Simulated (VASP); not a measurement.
A run of VASP 6.6.1:

Contents of POSCAR:

```
Sb
1.0
   -1.4263035032      1.4263035032      1.4263035032
    1.4263035032     -1.4263035032      1.4263035032
    1.4263035032      1.4263035032     -1.4263035032
Sb
1
Direct
    0.0000000000      0.0000000000      0.0000000000
```

The input INCAR.step1:

```
ALGO = Normal
EDIFF = 1E-4
ENCUT = 600
GGA = PE
ISMEAR = 0
LASPH = T
LCHARG = F
LREAL = F
LWAVE = T
NELM = 60
PREC = Accurate
SIGMA = 0.1
```

File INCAR.step2:

```
ALGO = Normal
EDIFF = 1E-6
EDIFFG = -0.05
ENCUT = 600
IBRION = 2
ISIF = 3
ISMEAR = 0
ISTART = 1
LASPH = T
LCHARG = F
LMIXTAU = T
LREAL = F
LWAVE = F
METAGGA = R2SCAN
NELM = 60
NSW = 80
PREC = Accurate
SIGMA = 0.1
```

File KPOINTS:

```
k-points
0
Gamma
  10 10 10
```

Potentials or basis: VASP PAW PBE potentials, release 64 (Sb).

The run is started by

```bash
$ cat potpaw_PBE.64/Sb/POTCAR > POTCAR
$ cp INCAR.step1 INCAR
$ mpirun -np 1 vasp_std > vasp.out
$ cp INCAR.step2 INCAR
$ mpirun -np 1 vasp_std > vasp.out
```

Hardware: 1 thread of Intel Xeon 8259CL, with other jobs on the host.

Q: Estimate the wall time of this run.

A: Run time: 6.5 min on 1 thread of Intel Xeon 8259CL (shared host), peak memory 0.13 GiB. Counts: k points 47, ion steps 8.
